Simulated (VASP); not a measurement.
Here is a VASP 6.6.1 calculation.

File INCAR:

```
PREC = Accurate
ENCUT = 600
EDIFF = 1E-6
ISMEAR = 0
SIGMA = 0.02
LREAL = False
LASPH = True
NELM = 80
ALGO = Normal
ISIF = 3
LWAVE = False
LCHARG = False
GGA = PE
IVDW = 12
IBRION = 2
NSW = 100
EDIFFG = -0.005
```

File KPOINTS:

```
regular mesh
0
Gamma
  8 8 8
```

POSCAR

```
PbF2
1.0
    0.0000000000      2.9698500000      2.9698500000
    2.9698500000      0.0000000000      2.9698500000
    2.9698500000      2.9698500000      0.0000000000
Pb F
1 2
Direct
    0.0000000000      0.0000000000      0.0000000000
    0.2500000000      0.2500000000      0.2500000000
    0.7500000000      0.7500000000      0.7500000000
```

Potentials or basis: VASP PAW PBE potentials, release 64 (Pb_d, F).

Launch:

```bash
$ cat potpaw_PBE.64/Pb_d/POTCAR potpaw_PBE.64/F/POTCAR > POTCAR
$ mpirun -np 1 vasp_std > vasp.out
```

Predict the dispersion energy per atom.

-0.151 eV.

Estimate the relaxed cell.

a = 4.211 Å, b = 4.211 Å, c = 4.211 Å, α = 60.00°, β = 60.00°, γ = 60.00°.

Estimate the relaxed volume.

17.60 Å³/atom.

Estimate the band gap on the k mesh.

4.42 eV, indirect (least direct gap 4.56 eV).

Final structure:
```xyz
3
Lattice="0.0000 2.9778 2.9778 2.9778 0.0000 2.9778 2.9778 2.9778 0.0000" Properties=species:S:1:pos:R:3 pbc="T T T"
Pb    0.0000    0.0000    0.0000
F     1.4889    1.4889    1.4889
F     4.4667    4.4667    4.4667
```

Caveat: spin-orbit coupling is left out, which moves the levels of the heavy elements. A k mesh can miss the band edges.
